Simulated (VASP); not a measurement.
# Rb (I4/mmm) in VASP: further runs

Runs on Rb. Level: PBE. Tasks: single point.

Everything below comes from runs of VASP 6.6.1. Logs are shortened: lines on timing, memory, paths and dates and some standing lists are left out, and cuts for length are marked.

### Step 1. The cell of the first run

The structure is tetragonal, space group I4/mmm (No. 139). Conventional cell: a = 5.612 Å, b = 5.612 Å, c = 5.163 Å, α = 90.00°, β = 90.00°, γ = 90.00°.

### Step 2. Single point, PBE (strain +0.000 along x and y, -0.080 along z)

INCAR reads:

```
SYSTEM = Rb
  PREC = Accurate
  ENCUT = 520
  EDIFF = 1E-6
  ISMEAR = 0
  SIGMA = 0.15
  LREAL = .FALSE.
  LASPH = .TRUE.
  NELM = 80
  ALGO = Normal
  ISIF = 2
  LWAVE = .FALSE.
  LCHARG = .FALSE.
  GGA = PE
  NBANDS = 10
```

KPOINTS reads:

```
regular mesh
0
G
  12 12 12
  0 0 0
```

POSCAR reads:

```
Rb
1.0
   -2.8060000000      2.8060000000      2.5815200000
    2.8060000000     -2.8060000000      2.5815200000
    2.8060000000      2.8060000000     -2.5815200000
Rb
1
Direct
    0.0000000000      0.0000000000      0.0000000000
```

Potentials or basis: VASP PAW PBE potentials, release 64 (Rb_sv).

Launch:

```console
cat potpaw_PBE.64/Rb_sv/POTCAR > POTCAR
mpirun -np 1 vasp_std > vasp.out
```

OUTCAR:

```text
SYSTEM = Rb
   PREC = Accurate
   ENCUT = 520
   EDIFF = 1E-6
   ISMEAR = 0
   LREAL = .FALSE.
   LASPH = .TRUE.
   NELM = 80
   ISIF = 2
   GGA = PE

 ion  position               nearest neighbor table
   1  0.000  0.000  0.000-

  LATTYP: Found a body centered tetragonal cell.
 ALAT       =     5.6120000000
 C/A-ratio  =     0.9200000000

  Lattice vectors:

 A1 = (  -2.8060000000,   2.8060000000,   2.5815200000)
 A2 = (   2.8060000000,  -2.8060000000,   2.5815200000)
 A3 = (   2.8060000000,   2.8060000000,  -2.5815200000)

Analysis of symmetry for initial positions (statically):
=====================================================================
 Subroutine PRICEL returns:
 Original cell was already a primitive cell.

 Routine SETGRP: Setting up the symmetry group for a
 body centered tetragonal supercell.

 Subroutine GETGRP returns: Found 16 space group operations
 (whereof 16 operations were pure point group operations)
 out of a pool of 16 trial point group operations.

The static configuration has the point symmetry D_4h.

Analysis of symmetry for dynamics (positions and initial velocities):
=====================================================================
 Subroutine PRICEL returns:
 Original cell was already a primitive cell.

 Routine SETGRP: Setting up the symmetry group for a
 body centered tetragonal supercell.

 Subroutine GETGRP returns: Found 16 space group operations
 (whereof 16 operations were pure point group operations)
 out of a pool of 16 trial point group operations.

The dynamic configuration has the point symmetry D_4h.

 Subroutine INISYM returns: Found 16 space group operations
 (whereof 16 operations are pure point group operations),
 and found     1 'primitive' translations

----------------------------------------------------------------------------------------

                                     Primitive cell

  volume of cell :      81.3038

  direct lattice vectors                    reciprocal lattice vectors
    -2.806000000  2.806000000  2.581520000     0.000000000  0.178189594  0.193684341
     2.806000000 -2.806000000  2.581520000     0.178189594  0.000000000  0.193684341
     2.806000000  2.806000000 -2.581520000     0.178189594  0.178189594  0.000000000

  length of vectors
     4.734080429  4.734080429  4.734080429     0.263182741  0.263182741  0.251998140

  position of ions in fractional coordinates (direct lattice)
     0.000000000  0.000000000  0.000000000

  ion indices of the primitive-cell ions
   primitive index   ion index
                 1           1

----------------------------------------------------------------------------------------

 KPOINTS: regular mesh

Automatic generation of k-mesh.
 Grid dimensions read from file:
 generate k-points for:   12   12   12

 Generating k-lattice:

  Cartesian coordinates                     Fractional coordinates (reciprocal lattice)
     0.000000000  0.014849133  0.016140362     0.083333333  0.000000000  0.000000000
     0.014849133  0.000000000  0.016140362     0.000000000  0.083333333  0.000000000
     0.014849133  0.014849133  0.000000000     0.000000000  0.000000000  0.083333333

  Length of vectors
     0.021931895  0.021931895  0.020999845

  Shift w.r.t. Gamma in fractional coordinates (k-lattice)
     0.000000000  0.000000000  0.000000000

 Subroutine IBZKPT returns following result:
 ===========================================

 Found    163 irreducible k-points:

 Following reciprocal coordinates:
            Coordinates               Weight
  0.000000  0.000000  0.000000      1.000000
  0.083333 -0.000000  0.000000      8.000000
  0.166667 -0.000000  0.000000      8.000000
  0.250000  0.000000  0.000000      8.000000
  0.333333 -0.000000  0.000000      8.000000
  0.416667 -0.000000  0.000000      8.000000
[... 16 lines left out ...]
  0.500000  0.166667  0.000000     16.000000
 -0.416667  0.166667  0.000000     16.000000
 [... further k-points ...]
   k-points           NKPTS =    163   k-points in BZ     NKDIM =    163   number of bands    NBANDS=     10
   number of dos      NEDOS =    301   number of ions     NIONS =      1
   total plane-waves  NPLWV =  46656
   dimension x,y,z NGX =    36 NGY =   36 NGZ =   36
   dimension x,y,z NGXF=    72 NGYF=   72 NGZF=   72
   ions per type =               1
   NGX,Y,Z   is equivalent  to a cutoff of  12.64, 12.64, 12.64 a.u.
   NGXF,Y,Z  is equivalent  to a cutoff of  25.28, 25.28, 25.28 a.u.
 SYSTEM =  Rb
   PREC   = accura    normal or accurate (medium, high low for compatibility)
   ISTART =      0    job   : 0-new  1-cont  2-samecut
   ICHARG =      2    charge: 1-file 2-atom 10-const
   ISPIN  =      1    spin polarized calculation?
   LNONCOLLINEAR =      F non collinear calculations
   LSORBIT =      F    spin-orbit coupling
   LASPH  =      T    aspherical Exc in radial PAW
   ENCUT  =  520.0 eV  38.22 Ry    6.18 a.u.   8.80  8.80  8.80*2*pi/ulx,y,z
   NELM   =     80;   NELMIN=  2; NELMDL= -5     # of ELM steps
   EDIFF  = 0.1E-05   stopping-criterion for ELM
   LREAL  =      F    real-space projection
   EDIFFG = 0.1E-04   stopping-criterion for IOM
   NSW    =      0    number of steps for IOM
   IBRION =     -1    ionic relax: 0-MD 1-quasi-New 2-CG
   NFREE  =      0    steps in history (QN), initial steepest desc. (CG)
   ISIF   =      2    stress and relaxation
   ISYM   =      2    0-nonsym 1-usesym 2-fastsym
   POTIM  = 0.5000    time-step for ionic-motion
   TEBEG  =    0.0;   TEEND  =   0.0 temperature during run
   PSTRESS=    0.0 pullay stress
   NELECT =       9.0000    total number of electrons
   NUPDOWN=      -1.0000    fix difference up-down
   EMIN   =  10.00;   EMAX   =-10.00  energy-range for DOS
   EFERMI =   0.00;   METHOD = LEGACY
   ISMEAR =     0;   SIGMA  =   0.15  broadening in eV -4-tet -1-fermi 0-gaus
   EFERMI_NEDOS =   21; number of points for ismear=-14 and -15
   IALGO  =     38    algorithm
   IMIX   =      4    mixing-type and parameters
     AMIX     =   0.40;   BMIX     =  1.00
     AMIX_MAG =   1.60;   BMIX_MAG =  1.00
  volume/ion in A,a.u.               =      81.30       548.67
  Fermi-wavevector in a.u.,A,eV,Ry     =   0.786053  1.485426  8.406767  0.617880
  Thomas-Fermi vector in A             =   1.890514
   LORBIT       =      0    0 simple, 1 ext, 2 COOP (PROOUT), +10 PAW based schemes
   GGA     = PE    functional components
   LHFCALC =     F    Hartree Fock is set to
   AEXX    =    0.0000 exact exchange contribution
   IVDW    =     0    specifies the selected vdW correction
   LEPSILON=     F    determine dielectric tensor
   LRPA    =     F    only Hartree local field effects (RPA)
 non-spin polarized calculation
 Gauss-broadening in eV      SIGMA  =   0.15
  energy-cutoff  :      520.00
  volume of cell :       81.30
 maximum number of plane-waves:      2214
   NGX = 17   NGY = 17   NGZ = 17

 number of electron       9.0000000 magnetization

 Free energy of the ion-electron system (eV)
  ---------------------------------------------------
  ext. energy  EPLUGINS =         0.00000000
  ---------------------------------------------------
  free energy    TOTEN  =        -0.92881315 eV

  energy without entropy =       -0.91843871  energy(sigma->0) =       -0.92362593

 E-fermi :   0.2796     XC(G=0):  -5.7451

 val. band max:        0.2711825543   @ k =  -0.4167   0.4167   0.1667
 cond. band min:       0.2798776754   @ k =   0.3333   0.0833   0.0833
 fundamental gap:      0.0086951210
 Fermi energy:         0.2795981513

 k-point     1 :       0.0000    0.0000    0.0000
  band No.  band energies     occupation
      1     -28.5717      2.00000
      2     -12.6001      2.00000
      3     -12.6001      2.00000
      4     -12.5997      2.00000
      5      -1.8443      2.00000
      6       3.7660      0.00000
      7       4.2443      0.00000
      8       4.2443      0.00000
      9       4.7468      0.00000
     10       5.3985      0.00000

 k-point     2 :       0.0833   -0.0000    0.0000
  band No.  band energies     occupation
      1     -28.5712      2.00000
      2     -12.6096      2.00000
      3     -12.6033      2.00000
      4     -12.6003      2.00000
      5      -1.7501      2.00000
      6       3.7342      0.00000
      7       4.0845      0.00000
      8       4.2168      0.00000
      9       4.7145      0.00000
     10       5.2164      0.00000

 k-point     3 :       0.1667   -0.0000    0.0000
  band No.  band energies     occupation
      1     -28.5698      2.00000
      2     -12.6361      2.00000
      3     -12.6121      2.00000
      4     -12.6013      2.00000
      5      -1.4748      2.00000
      6       3.5210      0.00000
      7       3.5474      0.00000
      8       4.3639      0.00000
      9       4.7811      0.00000
     10       5.0517      0.00000

 k-point     4 :       0.2500    0.0000    0.0000
  band No.  band energies     occupation
      1     -28.5680      2.00000
      2     -12.6716      2.00000
      3     -12.6241      2.00000
      4     -12.6028      2.00000
      5      -1.0403      2.00000
      6       2.8804      0.00000
      7       3.2172      0.00000
      8       4.7450      0.00000
      9       4.9183      0.00000
     10       5.0480      0.00000
[... 222 lines left out ...]
 k-point    22 :       0.4167    0.1667    0.0000
  band No.  band energies     occupation
      1     -28.5639      2.00000
      2     -12.7285      2.00000
      3     -12.6594      2.00000
      4     -12.6156      2.00000
      5       0.8072      0.00000
      6       1.2912      0.00000
      7       2.4276      0.00000
      8       4.4661      0.00000
      9       5.5393      0.00000
     10       5.8022      0.00000

 k-point    23 :       0.5000    0.1667    0.0000
  band No.  band energies     occupation
      1     -28.5644      2.00000
      2     -12.7214      2.00000
      3     -12.6552      2.00000
      4     -12.6135      2.00000
      5       0.3035      0.82189
      6       1.7522      0.00000
      7       2.4829      0.00000
      8       4.5968      0.00000
      9       5.2873      0.00000
     10       5.7922      0.00000

 k-point    24 :      -0.4167    0.1667    0.0000
  band No.  band energies     occupation
      1     -28.5656      2.00000
      2     -12.7050      2.00000
      3     -12.6425      2.00000
      4     -12.6106      2.00000
      5      -0.3069      2.00000
      6       2.2428      0.00000
      7       2.7056      0.00000
      8       4.7872      0.00000
      9       5.0216      0.00000
     10       5.6334      0.00000

 [... further k-points ...]
[... 5 lines left out ...]
  --------------------------------------------------------------------------------------
  -------------------------------------------------------------------------------------
  Total        0.1903366      0.1903366      0.2255674      0.0000000      0.0000000      0.0000000
  in kB        3.7507838      3.7507838      4.4450449      0.0000000      0.0000000      0.0000000
  external PRESSURE =       3.9822042 kB  Pullay stress =       0.0000000 kB

 VOLUME and BASIS-vectors are now :
 -----------------------------------------------------------------------------
  energy-cutoff  :      520.00
  volume of cell :       81.30
      direct lattice vectors                 reciprocal lattice vectors
    -2.806000000  2.806000000  2.581520000     0.000000000  0.178189594  0.193684341
     2.806000000 -2.806000000  2.581520000     0.178189594  0.000000000  0.193684341
     2.806000000  2.806000000 -2.581520000     0.178189594  0.178189594  0.000000000

 POSITION                                       TOTAL-FORCE (eV/Angst)
 -----------------------------------------------------------------------------------
      0.00000      0.00000      0.00000        -0.000000      0.000000      0.000000
 -----------------------------------------------------------------------------------
    total drift:                               -0.000000      0.000000      0.000000

  FREE ENERGIE OF THE ION-ELECTRON SYSTEM (eV)
  ---------------------------------------------------
  free  energy   TOTEN  =        -0.9288131478 eV

  energy  without entropy=       -0.9184387068  energy(sigma->0) =       -0.92362593
```

It took 84 s on 1 thread of Intel Xeon 8259CL, shared host; peak memory 0.28 GiB.

Results:

| Property | Result |
| --- | --- |
| Free energy | -0.9288 eV |
| Pressure | 0.4 GPa |
| Band gap on the k mesh | zero (an odd number of electrons rules out a gap without spin polarisation) |

Levels at points of the mesh, in eV from the Fermi level:
| k point | band 1 | band 2 | band 3 | band 4 | band 5 | band 6 | band 7 | band 8 | band 9 | band 10 |
| --- | --- | --- | --- | --- | --- | --- | --- | --- | --- | --- |
| (0.00, 0.00, 0.00) | -28.85 | -12.88 | -12.88 | -12.88 | -2.12 | 3.49 | 3.96 | 3.96 | 4.47 | 5.12 |
| (0.50, 0.00, 0.00) | -28.84 | -13.02 | -12.93 | -12.89 | 0.26 | 0.96 | 2.45 | 4.55 | 5.36 | 5.71 |
| (0.50, 0.50, 0.00) | -28.84 | -13.02 | -12.92 | -12.88 | 0.12 | 0.73 | 2.95 | 4.25 | 5.24 | 5.76 |
| (0.50, 0.50, 0.50) | -28.84 | -12.99 | -12.99 | -12.96 | 1.06 | 1.28 | 3.28 | 3.28 | 4.17 | 5.45 |

Caveat: the cell differs from its parent crystal (strain +0.000 along x and y, -0.080 along z).

### Step 3. Single point, PBE (strain -0.040 along x and y, +0.000 along z)

INCAR reads:

```
SYSTEM = Rb
ALGO = Normal ; EDIFF = 1E-6
ENCUT = 520 ; GGA = PE
ISIF = 2 ; ISMEAR = 0
LASPH = .TRUE. ; LCHARG = .TRUE.
LELF = .TRUE. ; LREAL = .FALSE.
LVHAR = .TRUE. ; LWAVE = .FALSE.
NBANDS = 10 ; NELM = 80
PREC = Accurate ; SIGMA = 0.15
```

KPOINTS reads:

```
k-points
0
G
  12 12 12
  0 0 0
```

POSCAR reads:

```
Rb
1.0
   -2.6937600000      2.6937600000      2.8060000000
    2.6937600000     -2.6937600000      2.8060000000
    2.6937600000      2.6937600000     -2.8060000000
Rb
1
Direct
    0.0000000000      0.0000000000      0.0000000000
```

Potentials or basis: VASP PAW PBE potentials, release 64 (Rb_sv).

Launch:

```console
cat potpaw_PBE.64/Rb_sv/POTCAR > POTCAR
mpirun -np 1 vasp_std > vasp.out
```

Run time: 1.8 min. Hardware: 1 thread of Intel Xeon 8259CL, shared host; peak memory 0.28 GiB.

It converged, with:

```
Free energy            : -0.9298 eV
Pressure               : 0.4 GPa
Band gap on the k mesh : zero (an odd number of electrons rules out a gap without spin polarisation)
```

Levels at points of the mesh, in eV from the Fermi level:
| k point | band 3 | band 4 | band 5 | band 6 | band 7 | band 8 |
| --- | --- | --- | --- | --- | --- | --- |
| (0.00, 0.00, 0.00) | -12.88 | -12.88 | -2.12 | 3.71 | 3.71 | 3.93 |
| (0.50, 0.00, 0.00) | -12.92 | -12.88 | 0.19 | 0.84 | 2.68 | 4.41 |
| (0.50, 0.50, 0.00) | -12.93 | -12.88 | 0.26 | 0.94 | 2.45 | 4.62 |
| (0.50, 0.50, 0.50) | -12.97 | -12.97 | 1.11 | 1.24 | 3.28 | 3.70 |

Caveat: the cell differs from its parent crystal (strain -0.040 along x and y, +0.000 along z).

### Step 4. Single point, PBE (strain +0.040 along x and y, +0.000 along z)

INCAR reads:

```
SYSTEM = Rb
ALGO = Fast
EDIFF = 1E-6
ENCUT = 520
GGA = PE
ISIF = 2
ISMEAR = 0
LASPH = .True.
LCHARG = .False.
LREAL = .False.
LWAVE = .False.
NBANDS = 10
NELM = 60
PREC = Accurate
SIGMA = 0.15
```

KPOINTS reads:

```
k-points
0
Gamma
  12 12 12
  0 0 0
```

POSCAR reads:

```
Rb
1.0
   -2.9182400000      2.9182400000      2.8060000000
    2.9182400000     -2.9182400000      2.8060000000
    2.9182400000      2.9182400000     -2.8060000000
Rb
1
Direct
    0.0000000000      0.0000000000      0.0000000000
```

Launch:

```console
cat potpaw_PBE.64/Rb_sv/POTCAR > POTCAR
mpirun -np 1 vasp_std > vasp.out
```

Run time: 2.2 min. Hardware: 1 thread of Intel Xeon Platinum 8488C (Sapphire Rapids), shared host; peak memory 0.33 GiB.

The run converged. Its results:

```
Free energy            : -0.9390 eV
Pressure               : -0.1 GPa
Band gap on the k mesh : zero (an odd number of electrons rules out a gap without spin polarisation)
```

Levels at points of the mesh, in eV from the Fermi level:
| k point | band 3 | band 4 | band 5 | band 6 | band 7 | band 8 |
| --- | --- | --- | --- | --- | --- | --- |
| (0.00, 0.00, 0.00) | -12.97 | -12.97 | -1.90 | 3.51 | 3.71 | 3.71 |
| (0.50, 0.00, 0.00) | -13.00 | -12.97 | 0.28 | 0.78 | 2.51 | 4.18 |
| (0.50, 0.50, 0.00) | -13.00 | -12.97 | 0.20 | 0.69 | 2.72 | 4.07 |
| (0.50, 0.50, 0.50) | -13.03 | -13.03 | 1.24 | 1.34 | 3.01 | 3.01 |

Caveat: the cell differs from its parent crystal (strain +0.040 along x and y, +0.000 along z).

### Step 5. Single point, PBE (strain +0.080 along x and y, -0.040 along z)

INCAR reads:

```
PREC     = Accurate       # precision mode
ENCUT    = 520            # plane-wave cutoff, eV
EDIFF    = 1E-7           # SCF threshold, eV
ISMEAR   = 0              # smearing method
SIGMA    = 0.15           # smearing width, eV
LREAL    = F              # projectors in reciprocal space
LASPH    = T              # aspherical terms in the spheres
NELM     = 80             # most SCF steps
ALGO     = Fast           # electronic algorithm
ISIF     = 2              # what is computed and relaxed
LWAVE    = F              # write WAVECAR
LCHARG   = F              # write CHGCAR
GGA      = PE             # functional
NBANDS   = 10             # bands
```

KPOINTS reads:

```
Automatic mesh
0
Gamma
  12 12 12
```

POSCAR reads:

```
Rb
1.0
   -3.0304800000      3.0304800000      2.6937600000
    3.0304800000     -3.0304800000      2.6937600000
    3.0304800000      3.0304800000     -2.6937600000
Rb
1
Direct
    0.0000000000      0.0000000000      0.0000000000
```

Launch:

```console
cat potpaw_PBE.64/Rb_sv/POTCAR > POTCAR
mpirun -np 1 vasp_std > vasp.out
```

It took 2.6 min on 1 thread of Intel Xeon Platinum 8488C (Sapphire Rapids), shared host; peak memory 0.33 GiB.

Results (log left out):

* Free energy: -0.9345 eV
* Pressure: -0.2 GPa
* Band gap on the k mesh: zero (an odd number of electrons rules out a gap without spin polarisation)

Stress tensor (GPa, compression positive):
```
-0.22  0.00  0.00
 0.00 -0.22  0.00
 0.00  0.00 -0.14
```

Levels at points of the mesh, in eV from the Fermi level:
| k point | band 1 | band 2 | band 3 | band 4 | band 5 | band 6 | band 7 | band 8 | band 9 |
| --- | --- | --- | --- | --- | --- | --- | --- | --- | --- |
| (0.00, 0.00, 0.00) | -28.95 | -13.00 | -13.00 | -13.00 | -1.86 | 3.24 | 3.84 | 3.84 | 4.08 |
| (0.50, 0.00, 0.00) | -28.94 | -13.07 | -13.02 | -13.00 | 0.34 | 0.83 | 2.39 | 4.11 | 4.78 |
| (0.50, 0.50, 0.00) | -28.94 | -13.07 | -13.01 | -12.99 | 0.11 | 0.57 | 3.01 | 3.85 | 4.78 |
| (0.50, 0.50, 0.50) | -28.94 | -13.05 | -13.05 | -13.04 | 1.17 | 1.42 | 2.69 | 2.69 | 3.83 |

Caveat: the cell differs from its parent crystal (strain +0.080 along x and y, -0.040 along z).

### Step 6. Overview

```tsv
cell	gap on the mesh (eV)	pressure (GPa)
a = 4.734 Å, angles 107.3, 107.3, 113.9°, 1 atom	none	0.4
a = 4.731 Å, angles 110.6, 110.6, 107.3°, 1 atom	none	0.4
a = 4.991 Å, angles 108.4, 108.4, 111.6°, 1 atom	none	-0.1
a = 5.062 Å, angles 106.5, 106.5, 115.7°, 1 atom	none	-0.2
```

Alike in all rows: task single point; level PBE; potentials or basis VASP PAW PBE potentials, release 64 (Rb_sv); no spin polarisation; k mesh 12 × 12 × 12; cutoff (eV) 520; smearing gaussian 0.15 eV.

Total energies depend on the potentials used, so only differences within one code and one set of settings carry meaning.
